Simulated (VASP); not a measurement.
Here is a VASP 6.6.1 calculation.

INCAR

```
SYSTEM = LaTlCl4
PREC = Accurate ; ENCUT = 600
EDIFF = 1E-7 ; ISMEAR = 0
SIGMA = 0.15 ; LREAL = .FALSE.
LASPH = .TRUE. ; NELM = 80
ALGO = Normal ; ISIF = 3
LWAVE = .FALSE. ; LCHARG = .FALSE.
GGA = PE ; IBRION = 2
NSW = 36 ; EDIFFG = -0.08
```

File KPOINTS:

```
Automatic mesh
0
G
  3 3 2
  0 0 0
```

The input POSCAR:

```
LaTlCl4
1.0
    4.6748395800      0.0000000000      0.0000000000
    0.0000000000      4.6748395800      0.0000000000
    0.0000000000      0.0000000000      7.7758252800
La Tl Cl
1 1 4
Direct
    0.0000000000      0.0000000000      0.0000000000
    0.5000000000      0.5000000000      0.5000000000
    0.5000000000      0.0000000000      0.6975501200
    0.0000000000      0.5000000000      0.3024498800
    0.5000000000      0.0000000000      0.3024498800
    0.0000000000      0.5000000000      0.6975501200
```

Potentials or basis: VASP PAW PBE potentials, release 64 (La, Tl_d, Cl).

Command:

```console
$ cat potpaw_PBE.64/La/POTCAR potpaw_PBE.64/Tl_d/POTCAR potpaw_PBE.64/Cl/POTCAR > POTCAR
$ mpirun -np 1 vasp_std > vasp.out
```

(1) What does it give for the space group after relaxing (to 0.1 Å)?

(2) What does it give for the relaxed volume?

(3) Predict the relaxed cell.

(4) Estimate the band gap on the k mesh.

Results:

(1) P4/mmm (No. 123).

(2) 30.75 Å³/atom.

(3) a = 4.892 Å, b = 4.892 Å, c = 7.711 Å, α = 90.00°, β = 90.00°, γ = 90.00°.

(4) 3.27 eV (least direct gap 3.29 eV).

Caveat: the k points lie up to 0.43 Å⁻¹ apart in the final cell; spin-orbit coupling is left out, which moves the levels of the heavy elements.
